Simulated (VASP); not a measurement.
# In (C2/c) in VASP: further runs

Runs on In. Level: revPBE. Tasks: single point.

All numbers are computed with VASP 6.6.1; they aren't measurements. Logs are shortened: lines on timing, memory, paths and dates and some standing lists are left out, and cuts for length are marked.

## 1. The cell of the first run

Symmetry: C2/c, No. 15, monoclinic system. Conventional cell: a = 3.313 Å, b = 11.405 Å, c = 3.506 Å, α = 90.00°, β = 116.52°, γ = 90.00°. Within 4.4 Å of In (site symmetry 2) lie 14 In at 3.31 to 4.14 Å.

## 2. Single point, revPBE (volume scaled by 1.04)

File INCAR:

```
SYSTEM = In
PREC = Accurate
ENCUT = 520
EDIFF = 1E-6
ISMEAR = -1
SIGMA = 0.1
LREAL = .FALSE.
LASPH = .TRUE.
NELM = 80
ALGO = Normal
ISIF = 2
LWAVE = .FALSE.
LCHARG = .FALSE.
GGA = RE
NBANDS = 20
```

File KPOINTS:

```
Automatic mesh
0
G
  13 13 11
  0 0 0
```

File POSCAR:

```
In
1.0
   -4.0466356665      4.0180298356      1.6563994889
    4.0180298356     -4.0466356665      1.6563994889
    2.2333545861      2.2333545861     -1.7087911206
In
2
Direct
    0.9991831451      0.0008168549      1.0000000000
    0.7508168549      0.2491831451      0.5000000000
```

Potentials or basis: VASP PAW PBE potentials, release 64 (In_d).

Started as:

```
> cat potpaw_PBE.64/In_d/POTCAR > POTCAR
> mpirun -np 1 vasp_std > vasp.out
```

OUTCAR:

```text
SYSTEM = In
   PREC = Accurate
   ENCUT = 520
   EDIFF = 1E-6
   ISMEAR = -1
   LREAL = .FALSE.
   LASPH = .TRUE.
   NELM = 80
   ISIF = 2
   GGA = RE

 ion  position               nearest neighbor table
   1  0.999  0.001  0.000-   2 3.35   2 3.35   2 3.36   2 3.36
   2  0.751  0.249  0.500-   1 3.35   1 3.35   1 3.36   1 3.36

  Warning from LATTYP: Got some problem with cell dimensions!
  Tried to take original basis but could not verify dimensions!
  LATTYP: Found a base centered monoclinic cell.
 ALAT       =     3.3130459783
 B/A-ratio  =     3.4424995619
 C/A-ratio  =     1.0583542782
 COS(beta)  =    -0.4465622565

  Lattice vectors:

 A1 = (   4.0466356665,  -4.0180298356,  -1.6563994889)
 A2 = (  -4.0180298356,   4.0466356665,  -1.6563994889)
 A3 = (   2.2047487552,   2.2047487552,   1.6040078572)

Analysis of symmetry for initial positions (statically):
=====================================================================
 Subroutine PRICEL returns:
 Original cell was already a primitive cell.

 Routine SETGRP: Setting up the symmetry group for a
 base centered monoclinic supercell.

 Subroutine GETGRP returns: Found  4 space group operations
 (whereof  2 operations were pure point group operations)
 out of a pool of  4 trial point group operations.

The static configuration has the point symmetry C_2 .
 The point group associated with its full space group is C_2h.

Analysis of symmetry for dynamics (positions and initial velocities):
=====================================================================
 Subroutine PRICEL returns:
 Original cell was already a primitive cell.

 Routine SETGRP: Setting up the symmetry group for a
 base centered monoclinic supercell.

 Subroutine GETGRP returns: Found  4 space group operations
 (whereof  2 operations were pure point group operations)
 out of a pool of  4 trial point group operations.

The dynamic configuration has the point symmetry C_2 .
 The point group associated with its full space group is C_2h.

 Subroutine INISYM returns: Found  4 space group operations
 (whereof  2 operations are pure point group operations),
 and found     1 'primitive' translations

----------------------------------------------------------------------------------------

                                     Primitive cell

  volume of cell :      59.2735

  direct lattice vectors                    reciprocal lattice vectors
    -4.046635667  4.018029836  1.656399489     0.054249026  0.178246729  0.303867135
     4.018029836 -4.046635667  1.656399489     0.178246729  0.054249026  0.303867135
     2.233354586  2.233354586 -1.708791121     0.225367423  0.225367423  0.003892070

  length of vectors
     5.938306429  5.938306429  3.591060081     0.356440863  0.356440863  0.318741429

  position of ions in fractional coordinates (direct lattice)
     0.999183145  0.000816855  1.000000000
     0.750816855  0.249183145  0.500000000

  ion indices of the primitive-cell ions
   primitive index   ion index
                 1           1
                 2           2

----------------------------------------------------------------------------------------

 KPOINTS: Automatic mesh

Automatic generation of k-mesh.
 Grid dimensions read from file:
 generate k-points for:   13   13   11

 Generating k-lattice:

  Cartesian coordinates                     Fractional coordinates (reciprocal lattice)
     0.004173002  0.013711287  0.023374395     0.076923077  0.000000000  0.000000000
     0.013711287  0.004173002  0.023374395     0.000000000  0.076923077  0.000000000
     0.020487948  0.020487948  0.000353825    -0.000000000 -0.000000000  0.090909091

  Length of vectors
     0.027418528  0.027418528  0.028976494

  Shift w.r.t. Gamma in fractional coordinates (k-lattice)
     0.000000000  0.000000000  0.000000000

 Subroutine IBZKPT returns following result:
 ===========================================

 Found    504 irreducible k-points:

 Following reciprocal coordinates:
            Coordinates               Weight
  0.000000  0.000000  0.000000      1.000000
  0.076923 -0.000000  0.000000      4.000000
  0.153846 -0.000000  0.000000      4.000000
  0.230769  0.000000 -0.000000      4.000000
  0.307692 -0.000000  0.000000      4.000000
  0.384615 -0.000000  0.000000      4.000000
[... 16 lines left out ...]
  0.384615  0.153846 -0.000000      4.000000
  0.461538  0.153846  0.000000      4.000000
 [... further k-points ...]
   k-points           NKPTS =    504   k-points in BZ     NKDIM =    504   number of bands    NBANDS=     20
   number of dos      NEDOS =    301   number of ions     NIONS =      2
   total plane-waves  NPLWV =  64512
   dimension x,y,z NGX =    48 NGY =   48 NGZ =   28
   dimension x,y,z NGXF=    96 NGYF=   96 NGZF=   56
   ions per type =               2
   NGX,Y,Z   is equivalent  to a cutoff of  13.44, 13.44, 12.96 a.u.
   NGXF,Y,Z  is equivalent  to a cutoff of  26.88, 26.88, 25.92 a.u.
 SYSTEM =  In
   PREC   = accura    normal or accurate (medium, high low for compatibility)
   ISTART =      0    job   : 0-new  1-cont  2-samecut
   ICHARG =      2    charge: 1-file 2-atom 10-const
   ISPIN  =      1    spin polarized calculation?
   LNONCOLLINEAR =      F non collinear calculations
   LSORBIT =      F    spin-orbit coupling
   LASPH  =      T    aspherical Exc in radial PAW
   ENCUT  =  520.0 eV  38.22 Ry    6.18 a.u.  11.04 11.04  6.68*2*pi/ulx,y,z
   NELM   =     80;   NELMIN=  2; NELMDL= -5     # of ELM steps
   EDIFF  = 0.1E-05   stopping-criterion for ELM
   LREAL  =      F    real-space projection
   EDIFFG = 0.1E-04   stopping-criterion for IOM
   NSW    =      0    number of steps for IOM
   IBRION =     -1    ionic relax: 0-MD 1-quasi-New 2-CG
   NFREE  =      0    steps in history (QN), initial steepest desc. (CG)
   ISIF   =      2    stress and relaxation
   ISYM   =      2    0-nonsym 1-usesym 2-fastsym
   POTIM  = 0.5000    time-step for ionic-motion
   TEBEG  =    0.0;   TEEND  =   0.0 temperature during run
   PSTRESS=    0.0 pullay stress
   NELECT =      26.0000    total number of electrons
   NUPDOWN=      -1.0000    fix difference up-down
   EMIN   =  10.00;   EMAX   =-10.00  energy-range for DOS
   EFERMI =   0.00;   METHOD = LEGACY
   ISMEAR =    -1;   SIGMA  =   0.10  broadening in eV -4-tet -1-fermi 0-gaus
   EFERMI_NEDOS =   21; number of points for ismear=-14 and -15
   IALGO  =     38    algorithm
   IMIX   =      4    mixing-type and parameters
     AMIX     =   0.40;   BMIX     =  1.00
     AMIX_MAG =   1.60;   BMIX_MAG =  1.00
  volume/ion in A,a.u.               =      29.64       200.00
  Fermi-wavevector in a.u.,A,eV,Ry     =   1.243882  2.350596 21.051511  1.547242
  Thomas-Fermi vector in A             =   2.378173
   LORBIT       =      0    0 simple, 1 ext, 2 COOP (PROOUT), +10 PAW based schemes
   GGA     = RE    functional components
   LHFCALC =     F    Hartree Fock is set to
   AEXX    =    0.0000 exact exchange contribution
   IVDW    =     0    specifies the selected vdW correction
   LEPSILON=     F    determine dielectric tensor
   LRPA    =     F    only Hartree local field effects (RPA)
 non-spin polarized calculation
  energy-cutoff  :      520.00
  volume of cell :       59.27
 maximum number of plane-waves:      1615
 NGX is ok and might be reduce to    48
   NGX = 23   NGY = 23   NGZ = 13

 number of electron      26.0000007 magnetization

 Free energy of the ion-electron system (eV)
  ---------------------------------------------------
  ext. energy  EPLUGINS =         0.00000000
  ---------------------------------------------------
  free energy    TOTEN  =        -4.51481722 eV

  energy without entropy =       -4.47907941  energy(sigma->0) =       -4.49694832

 E-fermi :   6.2549     XC(G=0):  -9.5981

 val. band max:        6.2536201305   @ k =  -0.3077   0.1538   0.2727
 cond. band min:       6.2579351890   @ k =  -0.3846   0.3846   0.3636
 fundamental gap:      0.0043150585
 Fermi energy:         6.2548551337

 k-point     1 :       0.0000    0.0000    0.0000
  band No.  band energies     occupation
      1      -8.3843      2.00000
      2      -8.3533      2.00000
      3      -8.3151      2.00000
      4      -8.2772      2.00000
      5      -8.2610      2.00000
      6      -8.2137      2.00000
[... 12 lines left out ...]
     19      16.1186      0.00000
     20      18.0283      0.00000

 k-point     2 :       0.0769   -0.0000    0.0000
  band No.  band energies     occupation
      1      -8.3707      2.00000
      2      -8.3418      2.00000
      3      -8.3090      2.00000
      4      -8.2707      2.00000
      5      -8.2528      2.00000
      6      -8.2185      2.00000
[... 12 lines left out ...]
     19      16.4046      0.00000
     20      16.9399      0.00000

 k-point     3 :       0.1538   -0.0000    0.0000
  band No.  band energies     occupation
      1      -8.3370      2.00000
      2      -8.3261      2.00000
      3      -8.2923      2.00000
      4      -8.2545      2.00000
      5      -8.2335      2.00000
      6      -8.2256      2.00000
[... 12 lines left out ...]
     19      15.9655      0.00000
     20      16.6007      0.00000

 k-point     4 :       0.2308    0.0000   -0.0000
  band No.  band energies     occupation
      1      -8.3364      2.00000
      2      -8.3062      2.00000
      3      -8.2853      2.00000
      4      -8.2617      2.00000
      5      -8.2220      2.00000
      6      -8.1967      2.00000
[... 12 lines left out ...]
     19      15.6023      0.00000
     20      16.0880      0.00000

 k-point     5 :       0.3077   -0.0000    0.0000
  band No.  band energies     occupation
      1      -8.3595      2.00000
      2      -8.3128      2.00000
      3      -8.2952      2.00000
      4      -8.2835      2.00000
      5      -8.2303      2.00000
      6      -8.1706      2.00000
[... 12 lines left out ...]
     19      15.0754      0.00000
     20      15.8674      0.00000
[... 353 lines left out ...]
      6      -8.1846      2.00000
[... 12 lines left out ...]
     19      15.0859      0.00000
     20      15.6542      0.00000

 k-point    22 :       0.3077    0.1538   -0.0000
  band No.  band energies     occupation
      1      -8.3981      2.00000
      2      -8.3611      2.00000
      3      -8.3302      2.00000
      4      -8.2748      2.00000
      5      -8.2517      2.00000
      6      -8.1684      2.00000
[... 12 lines left out ...]
     19      13.9101      0.00000
     20      15.4129      0.00000

 k-point    23 :       0.3846    0.1538   -0.0000
  band No.  band energies     occupation
      1      -8.3986      2.00000
      2      -8.3652      2.00000
      3      -8.3341      2.00000
      4      -8.2705      2.00000
      5      -8.2557      2.00000
      6      -8.1559      2.00000
[... 12 lines left out ...]
     19      13.2753      0.00000
     20      14.9901      0.00000

 k-point    24 :       0.4615    0.1538    0.0000
  band No.  band energies     occupation
      1      -8.3848      2.00000
      2      -8.3539      2.00000
      3      -8.3228      2.00000
      4      -8.2649      2.00000
      5      -8.2504      2.00000
      6      -8.1502      2.00000
[... 12 lines left out ...]
     19      13.5849      0.00000
     20      14.6057      0.00000

 [... further k-points ...]
[... 5 lines left out ...]
  --------------------------------------------------------------------------------------
  -------------------------------------------------------------------------------------
  Total       -0.4352504     -0.4352504     -0.3170249     -0.0837397      0.0279269      0.0279268
  in kB      -11.7649340    -11.7649340     -8.5692670     -2.2635052      0.7548707      0.7548698
  external PRESSURE =     -10.6997117 kB  Pullay stress =       0.0000000 kB

 VOLUME and BASIS-vectors are now :
 -----------------------------------------------------------------------------
  energy-cutoff  :      520.00
  volume of cell :       59.27
      direct lattice vectors                 reciprocal lattice vectors
    -4.046635667  4.018029836  1.656399489     0.054249026  0.178246729  0.303867135
     4.018029836 -4.046635667  1.656399489     0.178246729  0.054249026  0.303867135
     2.233354586  2.233354586 -1.708791121     0.225367423  0.225367423  0.003892070

 POSITION                                       TOTAL-FORCE (eV/Angst)
 -----------------------------------------------------------------------------------
     -4.04005      4.01144      1.65640        -0.010488      0.010488     -0.000000
     -0.92038      3.12513      0.80200         0.010488     -0.010488      0.000000
 -----------------------------------------------------------------------------------
    total drift:                               -0.000000      0.000000     -0.000000

  FREE ENERGIE OF THE ION-ELECTRON SYSTEM (eV)
  ---------------------------------------------------
  free  energy   TOTEN  =        -4.5148172227 eV

  energy  without entropy=       -4.4790794110  energy(sigma->0) =       -4.49694832
```

Wall time 16 min (1 thread of Oxide Virtual Turin-like, shared host); peak memory 0.56 GiB.

Results:

```
Free energy            : -4.5148 eV
Pressure               : -1.1 GPa
Largest force          : 0.015 eV/Å
Band gap on the k mesh : zero (band 13 reaches 9.66 eV, above the bottom of band 14 at 3.71 eV)
```

Forces on the atoms (eV/Å):
```
In  -0.010  0.010  0.000
In   0.010 -0.010  0.000
```

Levels at points of the mesh, in eV from the Fermi level:
| k point | band 10 | band 11 | band 12 | band 13 | band 14 | band 15 | band 16 | band 17 |
| --- | --- | --- | --- | --- | --- | --- | --- | --- |
| (0.00, 0.00, 0.00) | -14.31 | -8.70 | -4.29 | -2.87 | 6.34 | 9.31 | 9.33 | 9.38 |

Caveat: the PAW data sets were made with another functional, which shifts forces and pressure a little; spin-orbit coupling is left out, which moves the levels of the heavy elements.

## 3. Single point, revPBE (volume scaled by 0.88)

INCAR is that of step 2.

File KPOINTS:

```
regular mesh
0
G
  13 13 11
  0 0 0
```

File POSCAR:

```
In
1.0
   -3.8274590186      3.8004025562      1.5666844471
    3.8004025562     -3.8274590186      1.5666844471
    2.1123901078      2.1123901078     -1.6162384075
In
2
Direct
    0.9991831451      0.0008168549      1.0000000000
    0.7508168549      0.2491831451      0.5000000000
```

Potentials or basis: VASP PAW PBE potentials, release 64 (In_d).

Started as:

```
> cat potpaw_PBE.64/In_d/POTCAR > POTCAR
> mpirun -np 1 vasp_std > vasp.out
```

It took 11 min on 1 thread of Oxide Virtual Turin-like, shared host; peak memory 0.48 GiB.

Results (log left out):

| Item | Value |
| --- | --- |
| Free energy | -4.4151 eV |
| Pressure | 5.5 GPa |
| Largest force | 0.034 eV/Å |
| Band gap on the k mesh | zero (band 13 reaches 11.98 eV, above the bottom of band 14 at 4.89 eV) |

Forces on the atoms (eV/Å):
```
In  -0.024  0.024  0.000
In   0.024 -0.024  0.000
```

Stress tensor (GPa, compression positive):
```
 5.42 -0.39  0.21
-0.39  5.42  0.21
 0.21  0.21  5.78
```

Levels at points of the mesh, in eV from the Fermi level:
```
           k point  band 9  band 10  band 11  band 12  band 13  band 14  band 15  band 16  band 17  band 18
(0.00, 0.00, 0.00)  -14.45   -14.34    -9.83    -4.40    -3.59     7.16    10.77    10.79    10.80    10.93
```

Caveat: the PAW data sets were made with another functional, which shifts forces and pressure a little; spin-orbit coupling is left out, which moves the levels of the heavy elements.

[end of part 1 of 2]
